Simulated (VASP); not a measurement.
Input of a VASP 6.6.1 run:

The input INCAR:

```
ALGO = Normal ; EDIFF = 1E-7
ENCUT = 520 ; GGA = CA
ISIF = 2 ; ISMEAR = 0
LASPH = True ; LCHARG = False
LREAL = False ; LWAVE = False
NBANDS = 26 ; NELM = 100
PREC = Accurate ; SIGMA = 0.05
```

The input KPOINTS:

```
k-points
0
Gamma
  8 8 3
```

The input POSCAR:

```
AlN
1.0
   -3.0886152975      0.0000000000      0.0000000000
   -1.5443076488     -2.6748193102      0.0000000000
    0.0000000000      0.0000000000     10.5871685333
Al N
4 4
Direct
    0.3333333333      0.3333333333      0.8447062886
    0.3333333333      0.3333333333      0.3777651748
    0.6666666667      0.6666666667      0.1442946180
    0.6666666667      0.6666666667      0.6112357317
    0.3333333333      0.3333333333      0.0891759389
    0.3333333333      0.3333333333      0.5561170527
    0.6666666667      0.6666666667      0.3226464958
    0.6666666667      0.6666666667      0.7895876096
```

Potentials or basis: VASP PAW LDA potentials, release 64 (Al, N).

The run is started by

```bash
$ cat potpaw_LDA.64/Al/POTCAR potpaw_LDA.64/N/POTCAR > POTCAR
$ mpirun -np 1 vasp_std > vasp.out
```

(1) What does it give for the band gap on the k mesh?

(2) Predict the largest force.

(3) Estimate the pressure.

Answers

(1) 2.21 eV.

(2) 1.907 eV/Å.

(3) -4.3 GPa.

Caveat: the stress differs along the axes, from -12 to -0 GPa; forces of over 1 eV/Å act on the atoms, so gaps and moduli don't describe the material at rest.
